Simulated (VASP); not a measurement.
# BeTe (F-43m) in VASP: further runs

Runs on BeTe. Level: PBE. Tasks: single point.

All numbers are computed with VASP 6.6.1; they aren't measurements. Logs are shortened: lines on timing, memory, paths and dates and some standing lists are left out, and cuts for length are marked.

### Step 1. The cell of the first run

The structure is cubic, space group F-43m (No. 216). Conventional cell: a = 5.325 Å, b = 5.325 Å, c = 5.325 Å, α = 90.00°, β = 90.00°, γ = 90.00°. Within 3.0 Å of Be (site symmetry -43m) lie 4 Te at 2.31 Å. Te (site symmetry -43m) has 4 Be at 2.31 Å within 3.0 Å.

### Step 2. Single point, PBE (strained)

Contents of INCAR:

```
SYSTEM = BeTe
PREC = Accurate
ENCUT = 520
EDIFF = 1E-7
ISMEAR = 0
SIGMA = 0.02
LREAL = .FALSE.
LASPH = .TRUE.
NELM = 80
ALGO = Normal
ISIF = 2
LWAVE = .FALSE.
LCHARG = .TRUE.
GGA = PE
LELF = .TRUE.
LVHAR = .TRUE.
NBANDS = 11
```

Contents of KPOINTS:

```
Automatic mesh
0
G
  8 8 8
  0 0 0
```

Contents of POSCAR:

```
BeTe
1.0
    0.0000000000      2.6626625000      2.6626625000
    2.6626625000      0.0000000000      2.6626625000
    2.6626625000      2.6626625000      0.0000000000
Be Te
1 1
Direct
    0.0000000000      0.0000000000      0.0000000000
    0.7500000000      0.7500000000      0.7500000000
```

Potentials or basis: VASP PAW PBE potentials, release 64 (Be, Te).

The run is started by

```bash
cat potpaw_PBE.64/Be/POTCAR potpaw_PBE.64/Te/POTCAR > POTCAR
mpirun -np 1 vasp_std > vasp.out
```

OUTCAR:

```text
SYSTEM = BeTe
   PREC = Accurate
   ENCUT = 520
   EDIFF = 1E-7
   ISMEAR = 0
   LREAL = .FALSE.
   LASPH = .TRUE.
   NELM = 80
   ISIF = 2
   GGA = PE

 ion  position               nearest neighbor table
   1  0.000  0.000  0.000-   2 2.31   2 2.31   2 2.31   2 2.31
   2  0.750  0.750  0.750-   1 2.31   1 2.31   1 2.31   1 2.31

  LATTYP: Found a face centered cubic cell.
 ALAT       =     5.3253250000

  Lattice vectors:

 A1 = (   0.0000000000,   2.6626625000,   2.6626625000)
 A2 = (   2.6626625000,   0.0000000000,   2.6626625000)
 A3 = (   2.6626625000,   2.6626625000,   0.0000000000)

Analysis of symmetry for initial positions (statically):
=====================================================================
 Subroutine PRICEL returns:
 Original cell was already a primitive cell.

 Routine SETGRP: Setting up the symmetry group for a
 face centered cubic supercell.

 Subroutine GETGRP returns: Found 24 space group operations
 (whereof 24 operations were pure point group operations)
 out of a pool of 48 trial point group operations.

The static configuration has the point symmetry T_d .

Analysis of symmetry for dynamics (positions and initial velocities):
=====================================================================
 Subroutine PRICEL returns:
 Original cell was already a primitive cell.

 Routine SETGRP: Setting up the symmetry group for a
 face centered cubic supercell.

 Subroutine GETGRP returns: Found 24 space group operations
 (whereof 24 operations were pure point group operations)
 out of a pool of 48 trial point group operations.

The dynamic configuration has the point symmetry T_d .

 Subroutine INISYM returns: Found 24 space group operations
 (whereof 24 operations are pure point group operations),
 and found     1 'primitive' translations

----------------------------------------------------------------------------------------

                                     Primitive cell

  volume of cell :      37.7553

  direct lattice vectors                    reciprocal lattice vectors
     0.000000000  2.662662500  2.662662500    -0.187781966  0.187781966  0.187781966
     2.662662500  0.000000000  2.662662500     0.187781966 -0.187781966  0.187781966
     2.662662500  2.662662500  0.000000000     0.187781966  0.187781966 -0.187781966

  length of vectors
     3.765573420  3.765573420  3.765573420     0.325247906  0.325247906  0.325247906

  position of ions in fractional coordinates (direct lattice)
     0.000000000  0.000000000  0.000000000
     0.750000000  0.750000000  0.750000000

  ion indices of the primitive-cell ions
   primitive index   ion index
                 1           1
                 2           2

----------------------------------------------------------------------------------------

 KPOINTS: Automatic mesh

Automatic generation of k-mesh.
 Grid dimensions read from file:
 generate k-points for:    8    8    8

 Generating k-lattice:

  Cartesian coordinates                     Fractional coordinates (reciprocal lattice)
    -0.023472746  0.023472746  0.023472746     0.125000000  0.000000000  0.000000000
     0.023472746 -0.023472746  0.023472746     0.000000000  0.125000000  0.000000000
     0.023472746  0.023472746 -0.023472746     0.000000000  0.000000000  0.125000000

  Length of vectors
     0.040655988  0.040655988  0.040655988

  Shift w.r.t. Gamma in fractional coordinates (k-lattice)
     0.000000000  0.000000000  0.000000000

 Subroutine IBZKPT returns following result:
 ===========================================

 Found     29 irreducible k-points:

 Following reciprocal coordinates:
            Coordinates               Weight
  0.000000  0.000000  0.000000      1.000000
  0.125000  0.000000  0.000000      8.000000
  0.250000  0.000000  0.000000      8.000000
  0.375000  0.000000  0.000000      8.000000
  0.500000  0.000000  0.000000      4.000000
  0.125000  0.125000  0.000000      6.000000
[... 16 lines left out ...]
  0.500000  0.250000  0.125000     48.000000
 -0.375000  0.250000  0.125000     24.000000
 [... further k-points ...]
   k-points           NKPTS =     29   k-points in BZ     NKDIM =     29   number of bands    NBANDS=     11
   number of dos      NEDOS =    301   number of ions     NIONS =      2
   total plane-waves  NPLWV =  21952
   dimension x,y,z NGX =    28 NGY =   28 NGZ =   28
   dimension x,y,z NGXF=    56 NGYF=   56 NGZF=   56
   ions per type =               1   1
   NGX,Y,Z   is equivalent  to a cutoff of  12.36, 12.36, 12.36 a.u.
   NGXF,Y,Z  is equivalent  to a cutoff of  24.72, 24.72, 24.72 a.u.
 SYSTEM =  BeTe
   PREC   = accura    normal or accurate (medium, high low for compatibility)
   ISTART =      0    job   : 0-new  1-cont  2-samecut
   ICHARG =      2    charge: 1-file 2-atom 10-const
   ISPIN  =      1    spin polarized calculation?
   LNONCOLLINEAR =      F non collinear calculations
   LSORBIT =      F    spin-orbit coupling
   LASPH  =      T    aspherical Exc in radial PAW
   ENCUT  =  520.0 eV  38.22 Ry    6.18 a.u.   7.00  7.00  7.00*2*pi/ulx,y,z
   NELM   =     80;   NELMIN=  2; NELMDL= -5     # of ELM steps
   EDIFF  = 0.1E-06   stopping-criterion for ELM
   LREAL  =      F    real-space projection
   EDIFFG = 0.1E-05   stopping-criterion for IOM
   NSW    =      0    number of steps for IOM
   IBRION =     -1    ionic relax: 0-MD 1-quasi-New 2-CG
   NFREE  =      0    steps in history (QN), initial steepest desc. (CG)
   ISIF   =      2    stress and relaxation
   ISYM   =      2    0-nonsym 1-usesym 2-fastsym
   POTIM  = 0.5000    time-step for ionic-motion
   TEBEG  =    0.0;   TEEND  =   0.0 temperature during run
   PSTRESS=    0.0 pullay stress
   NELECT =       8.0000    total number of electrons
   NUPDOWN=      -1.0000    fix difference up-down
   EMIN   =  10.00;   EMAX   =-10.00  energy-range for DOS
   EFERMI =   0.00;   METHOD = LEGACY
   ISMEAR =     0;   SIGMA  =   0.02  broadening in eV -4-tet -1-fermi 0-gaus
   EFERMI_NEDOS =   21; number of points for ismear=-14 and -15
   IALGO  =     38    algorithm
   IMIX   =      4    mixing-type and parameters
     AMIX     =   0.40;   BMIX     =  1.00
     AMIX_MAG =   1.60;   BMIX_MAG =  1.00
  volume/ion in A,a.u.               =      18.88       127.39
  Fermi-wavevector in a.u.,A,eV,Ry     =   0.975990  1.844354 12.960318  0.952557
  Thomas-Fermi vector in A             =   2.106573
   LORBIT       =      0    0 simple, 1 ext, 2 COOP (PROOUT), +10 PAW based schemes
   GGA     = PE    functional components
   LHFCALC =     F    Hartree Fock is set to
   AEXX    =    0.0000 exact exchange contribution
   IVDW    =     0    specifies the selected vdW correction
   LEPSILON=     F    determine dielectric tensor
   LRPA    =     F    only Hartree local field effects (RPA)
 non-spin polarized calculation
 Gauss-broadening in eV      SIGMA  =   0.02
  energy-cutoff  :      520.00
  volume of cell :       37.76
 maximum number of plane-waves:      1036
   NGX = 13   NGY = 13   NGZ = 13

 number of electron       8.0000000 magnetization

 Free energy of the ion-electron system (eV)
  ---------------------------------------------------
  ext. energy  EPLUGINS =         0.00000000
  ---------------------------------------------------
  free energy    TOTEN  =        -7.30538209 eV

  energy without entropy =       -7.30538209  energy(sigma->0) =       -7.30538209

 E-fermi :   7.3201     XC(G=0):  -9.7482

 val. band max:        7.1551821730   @ k =   0.0000   0.0000   0.0000
 cond. band min:       8.6591159058   @ k =   0.5000   0.5000   0.0000
 fundamental gap:      1.5039337328
 Fermi energy:         7.3200539553

 k-point     1 :       0.0000    0.0000    0.0000
  band No.  band energies     occupation
      1      -6.3875      2.00000
      2       7.1552      2.00000
      3       7.1552      2.00000
      4       7.1552      2.00000
      5      10.5756      0.00000
      6      10.5756      0.00000
      7      10.5756      0.00000
      8      12.2954      0.00000
      9      15.6750      0.00000
     10      17.7453      0.00000
     11      17.7453      0.00000

 k-point     2 :       0.1250    0.0000    0.0000
  band No.  band energies     occupation
      1      -6.2017      2.00000
      2       5.5904      2.00000
      3       6.8321      2.00000
      4       6.8321      2.00000
      5      10.8711      0.00000
      6      11.0166      0.00000
      7      11.0166      0.00000
      8      13.4130      0.00000
      9      16.0792      0.00000
     10      16.5692      0.00000
     11      16.5692      0.00000

 k-point     3 :       0.2500    0.0000    0.0000
  band No.  band energies     occupation
      1      -5.6779      2.00000
      2       3.1991      2.00000
      3       6.2670      2.00000
      4       6.2670      2.00000
      5      10.8339      0.00000
      6      11.6246      0.00000
      7      11.6246      0.00000
      8      14.9112      0.00000
      9      16.2933      0.00000
     10      16.2933      0.00000
     11      16.6210      0.00000

 k-point     4 :       0.3750    0.0000    0.0000
  band No.  band energies     occupation
      1      -4.9735      2.00000
      2       1.2535      2.00000
      3       5.8505      2.00000
      4       5.8505      2.00000
      5      10.7392      0.00000
      6      11.6924      0.00000
      7      11.6924      0.00000
      8      14.9610      0.00000
      9      17.5800      0.00000
     10      17.5800      0.00000
     11      17.8811      0.00000
[... 239 lines left out ...]
 k-point    22 :       0.3750    0.2500    0.1250
  band No.  band energies     occupation
      1      -5.2365      2.00000
      2       2.9859      2.00000
      3       4.2882      2.00000
      4       5.5837      2.00000
      5      10.6213      0.00000
      6      12.3787      0.00000
      7      12.5451      0.00000
      8      13.8748      0.00000
      9      16.7802      0.00000
     10      18.3597      0.00000
     11      19.1925      0.00000

 k-point    23 :       0.5000    0.2500    0.1250
  band No.  band energies     occupation
      1      -4.5957      2.00000
      2       1.6207      2.00000
      3       3.7006      2.00000
      4       4.9892      2.00000
      5      11.1180      0.00000
      6      11.9864      0.00000
      7      13.3663      0.00000
      8      14.5414      0.00000
      9      17.4439      0.00000
     10      18.2448      0.00000
     11      20.0445      0.00000

 k-point    24 :      -0.3750    0.2500    0.1250
  band No.  band energies     occupation
      1      -4.2478      2.00000
      2       0.9488      2.00000
      3       3.6052      2.00000
      4       4.6974      2.00000
      5      11.1989      0.00000
      6      11.7549      0.00000
      7      14.3479      0.00000
      8      15.4301      0.00000
      9      15.9864      0.00000
     10      19.1157      0.00000
     11      19.7472      0.00000

 [... further k-points ...]
[... 5 lines left out ...]
  --------------------------------------------------------------------------------------
  -------------------------------------------------------------------------------------
  Total        3.6189292      3.6189292      3.6189292     -0.0000000      0.0000000     -0.0000000
  in kB      153.5720940    153.5720940    153.5720940     -0.0000000      0.0000000     -0.0000000
  external PRESSURE =     153.5720940 kB  Pullay stress =       0.0000000 kB

 VOLUME and BASIS-vectors are now :
 -----------------------------------------------------------------------------
  energy-cutoff  :      520.00
  volume of cell :       37.76
      direct lattice vectors                 reciprocal lattice vectors
     0.000000000  2.662662500  2.662662500    -0.187781966  0.187781966  0.187781966
     2.662662500  0.000000000  2.662662500     0.187781966 -0.187781966  0.187781966
     2.662662500  2.662662500  0.000000000     0.187781966  0.187781966 -0.187781966

 POSITION                                       TOTAL-FORCE (eV/Angst)
 -----------------------------------------------------------------------------------
      0.00000      0.00000      0.00000         0.000000      0.000000      0.000000
      3.99399      3.99399      3.99399        -0.000000     -0.000000     -0.000000
 -----------------------------------------------------------------------------------
    total drift:                               -0.000000     -0.000000     -0.000000

  FREE ENERGIE OF THE ION-ELECTRON SYSTEM (eV)
  ---------------------------------------------------
  free  energy   TOTEN  =        -7.3053820884 eV

  energy  without entropy=       -7.3053820884  energy(sigma->0) =       -7.30538209
```

It took 6.6 s on 1 thread of Intel Xeon 6975P-C (Granite Rapids), shared host; peak memory 0.16 GiB.

Results:

- Free energy: -7.3054 eV
- Pressure: 15.4 GPa
- Band gap on the k mesh: 1.50 eV, indirect (least direct gap 3.42 eV)

Levels at points of the mesh, in eV from the valence-band top:
| k point | band 2 | band 3 | band 4 | band 5 | band 6 | band 7 |
| --- | --- | --- | --- | --- | --- | --- |
| (0.00, 0.00, 0.00) | 0.00 | 0.00 | 0.00 | 3.42 | 3.42 | 3.42 |
| (0.50, 0.00, 0.00) | -6.73 | -1.45 | -1.45 | 3.55 | 4.47 | 4.47 |
| (0.50, 0.50, 0.00) | -6.10 | -3.34 | -3.34 | 1.50 | 2.37 | 10.79 |

Caveat: the cell differs from its parent crystal (strained); spin-orbit coupling is left out, which moves the levels of the heavy elements. A k mesh can miss the band edges.

### Step 3. Single point, PBE (volume scaled by 0.91)

Contents of INCAR:

```
SYSTEM = BeTe
ALGO     = Normal         ! electronic algorithm
EDIFF    = 1E-6           ! SCF threshold, eV
ENCUT    = 520            ! plane-wave cutoff, eV
GGA      = PE             ! functional
ISIF     = 2              ! what is computed and relaxed
ISMEAR   = 0              ! smearing method
LASPH    = .True.         ! aspherical terms in the spheres
LCHARG   = .False.        ! write CHGCAR
LREAL    = .False.        ! projectors in reciprocal space
LWAVE    = .False.        ! write WAVECAR
NBANDS   = 11             ! bands
NELM     = 60             ! most SCF steps
PREC     = Accurate       ! precision mode
SIGMA    = 0.02           ! smearing width, eV
```

Contents of KPOINTS:

```
k-points
0
Gamma
  8 8 8
  0 0 0
```

Contents of POSCAR:

```
BeTe
1.0
    0.0000000000      2.7442338331      2.7442338331
    2.7442338331      0.0000000000      2.7442338331
    2.7442338331      2.7442338331      0.0000000000
Be Te
1 1
Direct
    0.0000000000      0.0000000000      0.0000000000
    0.2500000000      0.2500000000      0.2500000000
```

Potentials or basis: VASP PAW PBE potentials, release 64 (Be, Te).

The run is started by

```bash
cat potpaw_PBE.64/Be/POTCAR potpaw_PBE.64/Te/POTCAR > POTCAR
mpirun -np 1 vasp_std > vasp.out
```

Run time: 6.3 s. Hardware: 1 thread of Intel Xeon 6975P-C (Granite Rapids), shared host; peak memory 0.17 GiB.

It converged, with:

```yaml
Free_energy: -7.5443 eV
Pressure: 6.6 GPa
Band_gap_on_the_k_mesh: 1.77 eV, indirect (least direct gap 3.53 eV)
```

Levels at points of the mesh, in eV from the valence-band top:
```csv
k point,band 2,band 3,band 4,band 5,band 6,band 7
"(0.00, 0.00, 0.00)",0.00,0.00,0.00,3.53,3.53,3.53
"(0.50, 0.00, 0.00)",-6.06,-1.27,-1.27,3.29,4.55,4.55
"(0.50, 0.50, 0.00)",-5.55,-2.95,-2.95,1.77,2.55,10.20
```

Caveat: spin-orbit coupling is left out, which moves the levels of the heavy elements. A k mesh can miss the band edges.
